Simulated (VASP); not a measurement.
# MoS2 (P6_3/mmc) in VASP: notebook

Runs on MoS2. Level: r2SCAN. Tasks: relaxation of cell and atoms.

Everything below comes from runs of VASP 6.6.1. Logs are shortened: lines on timing, memory, paths and dates and some standing lists are left out, and cuts for length are marked.

## Step 1: The cell of the first run

The structure is hexagonal, space group P6_3/mmc (No. 194). Conventional cell: a = 3.046 Å, b = 3.046 Å, c = 11.382 Å, α = 90.00°, β = 90.00°, γ = 120.00°. Within 3.1 Å of Mo (site symmetry -6m2) lie 6 S at 2.32 Å and 6 Mo at 3.05 Å. Within 3.2 Å of S (site symmetry 3m) lie 3 Mo at 2.32 Å and 10 S at 3.03 to 3.19 Å.

## Step 2: Relaxation of cell and atoms, r2SCAN, target pressure 15 GPa, at which the enthalpy is minimised

Contents of POSCAR:

```
MoS2
1.0
    3.0455717369      0.0000000000      0.0000000000
   -1.5227858684      2.6375424932      0.0000000000
    0.0000000000      0.0000000000     11.3818136506
Mo S
2 4
Direct
    0.6666666667      0.3333333333      0.2500000000
    0.3333333333      0.6666666667      0.7500000000
    0.3333333333      0.6666666667      0.3832846500
    0.6666666667      0.3333333333      0.8832846500
    0.3333333333      0.6666666667      0.1167153500
    0.6666666667      0.3333333333      0.6167153500
```

Contents of INCAR.step1:

```
SYSTEM = MoS2
  ALGO = Normal
  EDIFF = 1E-4
  ENCUT = 600
  GGA = PE
  ISMEAR = 0
  LASPH = .TRUE.
  LCHARG = .FALSE.
  LREAL = .FALSE.
  LWAVE = .TRUE.
  NELM = 80
  PREC = Accurate
  SIGMA = 0.02
```

Contents of INCAR.step2:

```
SYSTEM = MoS2
  ALGO = Normal
  EDIFF = 1E-6
  EDIFFG = -0.008
  ENCUT = 600
  IBRION = 2
  ISIF = 3
  ISMEAR = 0
  ISTART = 1
  LASPH = .TRUE.
  LCHARG = .FALSE.
  LMIXTAU = .TRUE.
  LREAL = .FALSE.
  LWAVE = .FALSE.
  METAGGA = R2SCAN
  NELM = 80
  NSW = 70
  PREC = Accurate
  PSTRESS = 150.0
  SIGMA = 0.02
```

Contents of KPOINTS:

```
k-points
0
G
  12 12 4
  0 0 0
```

Potentials or basis: VASP PAW PBE potentials, release 64 (Mo_sv, S).

On the command line:

```console
cat potpaw_PBE.64/Mo_sv/POTCAR potpaw_PBE.64/S/POTCAR > POTCAR
cp INCAR.step1 INCAR
mpirun -np 1 vasp_std > vasp.out
cp INCAR.step2 INCAR
mpirun -np 1 vasp_std > vasp.out
```

OUTCAR:

```text
SYSTEM = MoS2
   EDIFF = 1E-6
   EDIFFG = -0.008
   ENCUT = 600
   IBRION = 2
   ISIF = 3
   ISMEAR = 0
   ISTART = 1
   LASPH = .TRUE.
   LREAL = .FALSE.
   METAGGA = R2SCAN
   NELM = 80
   NSW = 70
   PREC = Accurate
   PSTRESS = 150.0

 ion  position               nearest neighbor table
   1  0.667  0.333  0.250-   3 2.32   5 2.32   3 2.32   5 2.32   3 2.32   5 2.32
   2  0.333  0.667  0.750-   4 2.32   6 2.32   4 2.32   6 2.32   4 2.32   6 2.32
   3  0.333  0.667  0.383-   1 2.32   1 2.32   1 2.32
   4  0.667  0.333  0.883-   2 2.32   2 2.32   2 2.32
   5  0.333  0.667  0.117-   1 2.32   1 2.32   1 2.32
   6  0.667  0.333  0.617-   2 2.32   2 2.32   2 2.32

  LATTYP: Found a hexagonal cell.
 ALAT       =     3.0455717369
 C/A-ratio  =     3.7371681359

  Lattice vectors:

 A1 = (   3.0455717369,   0.0000000000,   0.0000000000)
 A2 = (  -1.5227858684,   2.6375424932,   0.0000000000)
 A3 = (   0.0000000000,   0.0000000000,  11.3818136506)

Analysis of symmetry for initial positions (statically):
=====================================================================
 Subroutine PRICEL returns:
 Original cell was already a primitive cell.

 Routine SETGRP: Setting up the symmetry group for a
 hexagonal supercell.

 Subroutine GETGRP returns: Found 24 space group operations
 (whereof 12 operations were pure point group operations)
 out of a pool of 24 trial point group operations.

The static configuration has the point symmetry D_3d.
 The point group associated with its full space group is D_6h.

Analysis of symmetry for dynamics (positions and initial velocities):
=====================================================================
 Subroutine PRICEL returns:
 Original cell was already a primitive cell.

 Routine SETGRP: Setting up the symmetry group for a
 hexagonal supercell.

 Subroutine GETGRP returns: Found 24 space group operations
 (whereof 12 operations were pure point group operations)
 out of a pool of 24 trial point group operations.

The dynamic configuration has the point symmetry D_3d.
 The point group associated with its full space group is D_6h.

 Subroutine INISYM returns: Found 24 space group operations
 (whereof 12 operations are pure point group operations),
 and found     1 'primitive' translations

----------------------------------------------------------------------------------------

                                     Primitive cell

  volume of cell :      91.4281

  direct lattice vectors                    reciprocal lattice vectors
     3.045571737  0.000000000  0.000000000     0.328345574  0.189570406  0.000000000
    -1.522785868  2.637542493  0.000000000     0.000000000  0.379140811  0.000000000
     0.000000000  0.000000000 11.381813651     0.000000000  0.000000000  0.087859460

  length of vectors
     3.045571737  3.045571737 11.381813651     0.379140811  0.379140811  0.087859460

  position of ions in fractional coordinates (direct lattice)
     0.666666667  0.333333333  0.250000000
     0.333333333  0.666666667  0.750000000
     0.333333333  0.666666667  0.383284650
     0.666666667  0.333333333  0.883284650
     0.333333333  0.666666667  0.116715350
     0.666666667  0.333333333  0.616715350

  ion indices of the primitive-cell ions
   primitive index   ion index
                 1           1
                 2           2
                 3           3
                 4           4
                 5           5
                 6           6

----------------------------------------------------------------------------------------

 KPOINTS: k-points

Automatic generation of k-mesh.
 Grid dimensions read from file:
 generate k-points for:   12   12    4

 Generating k-lattice:

  Cartesian coordinates                     Fractional coordinates (reciprocal lattice)
     0.027362131  0.015797534  0.000000000     0.083333333 -0.000000000  0.000000000
     0.000000000  0.031595068  0.000000000     0.000000000  0.083333333  0.000000000
     0.000000000  0.000000000  0.021964865     0.000000000  0.000000000  0.250000000

  Length of vectors
     0.031595068  0.031595068  0.021964865

  Shift w.r.t. Gamma in fractional coordinates (k-lattice)
     0.000000000  0.000000000  0.000000000

 Subroutine IBZKPT returns following result:
 ===========================================

 Found     57 irreducible k-points:

 Following reciprocal coordinates:
            Coordinates               Weight
  0.000000  0.000000  0.000000      1.000000
  0.083333 -0.000000  0.000000      6.000000
  0.166667  0.000000  0.000000      6.000000
  0.250000 -0.000000  0.000000      6.000000
  0.333333 -0.000000  0.000000      6.000000
  0.416667  0.000000  0.000000      6.000000
[... 16 lines left out ...]
  0.250000 -0.000000  0.250000     12.000000
  0.333333 -0.000000  0.250000     12.000000
 [... further k-points ...]
   k-points           NKPTS =     57   k-points in BZ     NKDIM =     57   number of bands    NBANDS=     31
   number of dos      NEDOS =    301   number of ions     NIONS =      6
   total plane-waves  NPLWV =  55296
   dimension x,y,z NGX =    24 NGY =   24 NGZ =   96
   dimension x,y,z NGXF=    48 NGYF=   48 NGZF=  192
   ions per type =               2   4
   NGX,Y,Z   is equivalent  to a cutoff of  13.10, 13.10, 14.02 a.u.
   NGXF,Y,Z  is equivalent  to a cutoff of  26.20, 26.20, 28.04 a.u.
 SYSTEM =  MoS2
   PREC   = accura    normal or accurate (medium, high low for compatibility)
   ISTART =      1    job   : 0-new  1-cont  2-samecut
   ICHARG =      0    charge: 1-file 2-atom 10-const
   ISPIN  =      1    spin polarized calculation?
   LNONCOLLINEAR =      F non collinear calculations
   LSORBIT =      F    spin-orbit coupling
   LASPH  =      T    aspherical Exc in radial PAW
   ENCUT  =  600.0 eV  44.10 Ry    6.64 a.u.   6.08  6.08 22.73*2*pi/ulx,y,z
   NELM   =     80;   NELMIN=  2; NELMDL=  0     # of ELM steps
   EDIFF  = 0.1E-05   stopping-criterion for ELM
   LREAL  =      F    real-space projection
   EDIFFG = -.8E-02   stopping-criterion for IOM
   NSW    =     70    number of steps for IOM
   IBRION =      2    ionic relax: 0-MD 1-quasi-New 2-CG
   NFREE  =      1    steps in history (QN), initial steepest desc. (CG)
   ISIF   =      3    stress and relaxation
   ISYM   =      2    0-nonsym 1-usesym 2-fastsym
   POTIM  = 0.5000    time-step for ionic-motion
   TEBEG  =    0.0;   TEEND  =   0.0 temperature during run
   PSTRESS=  150.0 pullay stress
   NELECT =      52.0000    total number of electrons
   NUPDOWN=      -1.0000    fix difference up-down
   EMIN   =  10.00;   EMAX   =-10.00  energy-range for DOS
   EFERMI =   0.00;   METHOD = LEGACY
   ISMEAR =     0;   SIGMA  =   0.02  broadening in eV -4-tet -1-fermi 0-gaus
   EFERMI_NEDOS =   21; number of points for ismear=-14 and -15
   IALGO  =     38    algorithm
   IMIX   =      4    mixing-type and parameters
     AMIX     =   0.40;   BMIX     =  1.00
     AMIX_MAG =   1.60;   BMIX_MAG =  1.00
  volume/ion in A,a.u.               =      15.24       102.83
  Fermi-wavevector in a.u.,A,eV,Ry     =   1.356384  2.563194 25.031697  1.839778
  Thomas-Fermi vector in A             =   2.483392
   LORBIT       =      0    0 simple, 1 ext, 2 COOP (PROOUT), +10 PAW based schemes
   METAGGA = R2SCAN    functional components
   LHFCALC =     F    Hartree Fock is set to
   AEXX    =    0.0000 exact exchange contribution
   IVDW    =     0    specifies the selected vdW correction
   LEPSILON=     F    determine dielectric tensor
   LRPA    =     F    only Hartree local field effects (RPA)
 conjugate gradient relaxation of ions
 non-spin polarized calculation
 Gauss-broadening in eV      SIGMA  =   0.02
  energy-cutoff  :      600.00
  volume of cell :       91.43
 maximum number of plane-waves:      3108
   NGX = 13   NGY = 13   NGZ = 45

--------------------------------------- Ionic step        1  -------------------------------------------

 number of electron      52.0000003 magnetization

 Free energy of the ion-electron system (eV)
  ---------------------------------------------------
  ext. energy  EPLUGINS =         0.00000000
  ---------------------------------------------------
  free energy    TOTEN  =       -89.06540173 eV

  energy without entropy =      -89.06540173  energy(sigma->0) =      -89.06540173

 E-fermi :  10.2346     XC(G=0): -12.4747

 val. band max:        9.9654129300   @ k =   0.0000   0.0000   0.0000
 cond. band min:      10.5256326514   @ k =   0.1667   0.1667   0.0000
 fundamental gap:      0.5602197214
 Fermi energy:        10.2346468649

 k-point     1 :       0.0000    0.0000    0.0000
  band No.  band energies     occupation
      1     -53.7748      2.00000
      2     -53.7748      2.00000
      3     -27.3340      2.00000
      4     -27.3334      2.00000
      5     -26.9314      2.00000
      6     -26.9314      2.00000
[... 805 lines left out ...]
     30      12.0723      0.00000
     31      12.8952      0.00000

 [... further k-points ...]

------------------------ aborting loop because EDIFF is reached ----------------------------------------

  FORCE on cell =-STRESS in cart. coord.  units (eV):
  Direction    XX          YY          ZZ          XY          YZ          ZX
  --------------------------------------------------------------------------------------
  -------------------------------------------------------------------------------------
  Total       14.0457254     14.0457254     15.2831229      0.0000000     -0.0000000      0.0000000
  in kB      246.1359142    246.1359142    267.8199454      0.0000000     -0.0000000      0.0000000
  external PRESSURE =     103.3639246 kB  Pullay stress =     150.0000000 kB
[... 105 lines left out ...]
  FREE ENERGIE OF THE ION-ELECTRON SYSTEM (eV)
  ---------------------------------------------------
  free  energy   TOTEN  =       -89.5455834872 eV

  energy  without entropy=      -89.5455834872  energy(sigma->0) =      -89.54558349

  enthalpy is  TOTEN    =       -80.6622312188 eV   P V=        8.8833522684

[... ionic steps 4 to 8 ...]

--------------------------------------- Ionic step        9  -------------------------------------------

 number of electron      51.9999999 magnetization

------------------------ aborting loop because EDIFF is reached ----------------------------------------

  FORCE on cell =-STRESS in cart. coord.  units (eV):
  Direction    XX          YY          ZZ          XY          YZ          ZX
  --------------------------------------------------------------------------------------
  -------------------------------------------------------------------------------------
  Total        8.5606984      8.5606984      8.7573252      0.0000000     -0.0000000      0.0000000
  in kB      147.2397801    147.2397801    150.6216632      0.0000000     -0.0000000      0.0000000
  external PRESSURE =      -1.6329255 kB  Pullay stress =     150.0000000 kB
[... 69 lines left out ...]
  enthalpy is  TOTEN    =       -80.6876026743 eV   P V=        8.7045248784

--------------------------------------- Ionic step       11  -------------------------------------------

 number of electron      52.0000000 magnetization

 Free energy of the ion-electron system (eV)
  ---------------------------------------------------
  ext. energy  EPLUGINS =         0.00000000
  ---------------------------------------------------
  free energy    TOTEN  =       -89.39887417 eV

  energy without entropy =      -89.39887417  energy(sigma->0) =      -89.39887417

 E-fermi :   9.8999     XC(G=0): -12.4305

 val. band max:        9.7048576181   @ k =   0.0000   0.0000   0.0000
 cond. band min:      10.1579735280   @ k =   0.1667   0.1667   0.0000
 fundamental gap:      0.4531159099
 Fermi energy:         9.8999421771

 k-point     1 :       0.0000    0.0000    0.0000
  band No.  band energies     occupation
      1     -54.0447      2.00000
      2     -54.0447      2.00000
      3     -27.5436      2.00000
      4     -27.5430      2.00000
      5     -27.2014      2.00000
      6     -27.2014      2.00000
[... 805 lines left out ...]
     30      11.7101      0.00000
     31      12.4921      0.00000

 [... further k-points ...]

------------------------ aborting loop because EDIFF is reached ----------------------------------------

  FORCE on cell =-STRESS in cart. coord.  units (eV):
  Direction    XX          YY          ZZ          XY          YZ          ZX
  --------------------------------------------------------------------------------------
  -------------------------------------------------------------------------------------
  Total        8.7114573      8.7114573      8.7274594      0.0000000      0.0000000      0.0000000
  in kB      150.0040812    150.0040812    150.2796245      0.0000000      0.0000000      0.0000000
  external PRESSURE =       0.0959290 kB  Pullay stress =     150.0000000 kB
[... 21 lines left out ...]
  FREE ENERGIE OF THE ION-ELECTRON SYSTEM (eV)
  ---------------------------------------------------
  free  energy   TOTEN  =       -89.3988741676 eV

  energy  without entropy=      -89.3988741676  energy(sigma->0) =      -89.39887417

  enthalpy is  TOTEN    =       -80.6876538920 eV   P V=        8.7112202756

 reached required accuracy - stopping structural energy minimisation
```

Run time: 2.1 h. Hardware: 1 thread of Oxide Virtual Turin-like, shared host; peak memory 0.32 GiB.

What came out:

```
Free energy                                                : -89.3989 eV
Relaxed volume                                             : 15.51 Å³/atom
Relaxed cell                                               : a = 3.081 Å, b = 3.081 Å, c = 11.317 Å, α = 90.00°, β = 90.00°, γ = 120.00°
Space group after relaxing (to 0.1 Å)                      : P6_3/mmc (No. 194)
Energy change on relaxing (the run minimises the enthalpy) : -55.6 meV/atom
Ionic steps                                                : 11
Pressure after relaxing                                    : 15.0 GPa
Band gap on the k mesh                                     : 0.45 eV (least direct gap 1.97 eV)
```

The path:
```
step  energy change (eV)  largest force (eV/Å)  pressure (GPa)  volume (Å³)
   1              0.0000                1.4156           25.34        91.43
   2             -0.3286                2.2949           -8.32       105.06
   3             -0.4802                0.1535           13.73        94.88
   4             -0.4623                0.2154           14.31        94.69
   5             -0.4561                0.2364           14.50        94.62
   6             -0.4193                0.1860           14.76        94.08
   7             -0.3324                0.0814           15.36        93.04
   8             -0.3672                0.1932           13.49        93.45
   9             -0.3433                0.0050           14.84        93.15
  10             -0.3267                0.0045           15.13        92.97
  11             -0.3335                0.0005           15.01        93.05
```

Final structure:
```
Mo S
1.0
     3.08121    0.00000    0.00000
    -1.54061    2.66841    0.00000
     0.00000    0.00000   11.31682
Mo S
2 4
Direct
  0.66667 0.33333 0.25000
  0.33333 0.66667 0.75000
  0.33333 0.66667 0.38770
  0.66667 0.33333 0.88770
  0.33333 0.66667 0.11230
  0.66667 0.33333 0.61230
```

Caveat: the cell is relaxed towards a set pressure, so the run minimises the enthalpy, not the energy; the PAW data sets were made with another functional, which shifts forces and pressure a little. A k mesh can miss the band edges.

## Step 3: Relaxation of cell and atoms, r2SCAN, target pressure 30 GPa, at which the enthalpy is minimised

This run uses another cell than the first one, of 14.31 Å³/atom.

Contents of POSCAR:

```
MoS2
1.0
    2.9994991842      0.0000000000      0.0000000000
   -1.4997495921      2.5976424922      0.0000000000
    0.0000000000      0.0000000000     11.0198872826
Mo S
2 4
Direct
    0.6666666667      0.3333333333      0.2500000000
    0.3333333333      0.6666666667      0.7500000000
    0.3333333333      0.6666666667      0.3876858847
    0.6666666667      0.3333333333      0.8876858847
    0.3333333333      0.6666666667      0.1123141153
    0.6666666667      0.3333333333      0.6123141153
```

Contents of INCAR.step1:

```
  PREC = Accurate
  ENCUT = 600
  ISMEAR = 0
  SIGMA = 0.02
  LREAL = F
  LASPH = T
  NELM = 80
  GGA = PE
  ALGO = Normal
  EDIFF = 1E-4
  LWAVE = T
  LCHARG = F
```

Contents of INCAR.step2:

```
  PREC = Accurate
  ENCUT = 600
  EDIFF = 1E-6
  ISMEAR = 0
  SIGMA = 0.02
  LREAL = F
  LASPH = T
  NELM = 80
  ALGO = Normal
  ISIF = 3
  LWAVE = F
  LCHARG = F
  METAGGA = R2SCAN
  LMIXTAU = T
  IBRION = 2
  NSW = 70
  EDIFFG = -0.008
  PSTRESS = 300.0
  ISTART = 1
```

Contents of KPOINTS:

```
Automatic mesh
0
Gamma
  12 12 4
```

Potentials or basis: VASP PAW PBE potentials, release 64 (Mo_sv, S).

On the command line:

```console
cat potpaw_PBE.64/Mo_sv/POTCAR potpaw_PBE.64/S/POTCAR > POTCAR
cp INCAR.step1 INCAR
mpirun -np 1 vasp_std > vasp.out
cp INCAR.step2 INCAR
mpirun -np 1 vasp_std > vasp.out
```

Run time: 3.1 h. Hardware: 1 thread of Oxide Virtual Turin-like, shared host; peak memory 0.3 GiB.

Results (log left out):

| Item | Value |
| --- | --- |
| Free energy | -88.3241 eV |
| Relaxed volume | 14.20 Å³/atom |
| Relaxed cell | a = 3.005 Å, b = 3.005 Å, c = 10.896 Å, α = 90.00°, β = 90.00°, γ = 120.00° |
| Space group after relaxing (to 0.1 Å) | P6_3/mmc (No. 194) |
| Energy change on relaxing (the run minimises the enthalpy) | -7.9 meV/atom |
| Ionic steps | 15 |
| Pressure after relaxing | 30.0 GPa |
| Band gap on the k mesh | 0.04 eV (least direct gap 1.49 eV) |

Step by step:
| step | energy change (eV) | largest force (eV/Å) | pressure (GPa) | volume (Å³) |
| --- | --- | --- | --- | --- |
| 1 | 0.0000 | 1.5213 | 36.35 | 85.86 |
| 2 | -0.8079 | 1.8232 | 6.73 | 93.10 |
| 3 | -0.4628 | 0.4170 | 26.65 | 87.79 |
| 4 | -0.4463 | 0.4622 | 27.06 | 87.70 |
| 5 | -0.1324 | 0.1521 | 29.80 | 85.72 |
| 6 | -0.0174 | 0.0475 | 30.76 | 85.09 |
| 7 | -0.0755 | 0.1194 | 29.06 | 85.37 |
| 8 | -0.0649 | 0.0827 | 29.43 | 85.31 |
| 9 | 0.0278 | 0.1211 | 31.48 | 84.82 |
| 10 | -0.0355 | 0.0157 | 30.10 | 85.14 |
| 11 | -0.0361 | 0.0170 | 30.08 | 85.15 |
| 12 | -0.0483 | 0.0099 | 29.96 | 85.21 |
| 13 | -0.0493 | 0.0084 | 29.97 | 85.22 |
| 14 | -0.0469 | 0.0046 | 30.05 | 85.21 |
| 15 | -0.0477 | 0.0006 | 30.03 | 85.21 |

Final structure:
```yaml
crystal:
  lattice:
    - [3.00504, 0.00000, 0.00000]
    - [-1.50252, 2.60244, 0.00000]
    - [0.00000, 0.00000, 10.89580]
  atoms:
    - { symbol: Mo, position: [0.66667, 0.33333, 0.25000] }
    - { symbol: Mo, position: [0.33333, 0.66667, 0.75000] }
    - { symbol: S, position: [0.33333, 0.66667, 0.39344] }
    - { symbol: S, position: [0.66667, 0.33333, 0.89344] }
    - { symbol: S, position: [0.33333, 0.66667, 0.10656] }
    - { symbol: S, position: [0.66667, 0.33333, 0.60656] }
```

Levels at points of the mesh, in eV from the valence-band top:
| k point | band 23 | band 24 | band 25 | band 26 | band 27 | band 28 | band 29 | band 30 |
| --- | --- | --- | --- | --- | --- | --- | --- | --- |
| (0.00, 0.00, 0.00) | -2.66 | -2.44 | -0.65 | 0.00 | 1.77 | 1.77 | 1.94 | 1.94 |
| (0.50, 0.00, 0.00) | -2.71 | -2.40 | -2.05 | -1.76 | 1.69 | 1.81 | 1.84 | 2.63 |
| (0.00, 0.00, 0.50) | -2.78 | -2.78 | -0.20 | -0.20 | 1.85 | 1.85 | 1.85 | 1.85 |
| (0.50, 0.00, 0.50) | -2.24 | -2.24 | -2.18 | -2.18 | 1.73 | 1.73 | 2.27 | 2.27 |

Caveat: the cell is relaxed towards a set pressure, so the run minimises the enthalpy, not the energy; the PAW data sets were made with another functional, which shifts forces and pressure a little. A k mesh can miss the band edges.
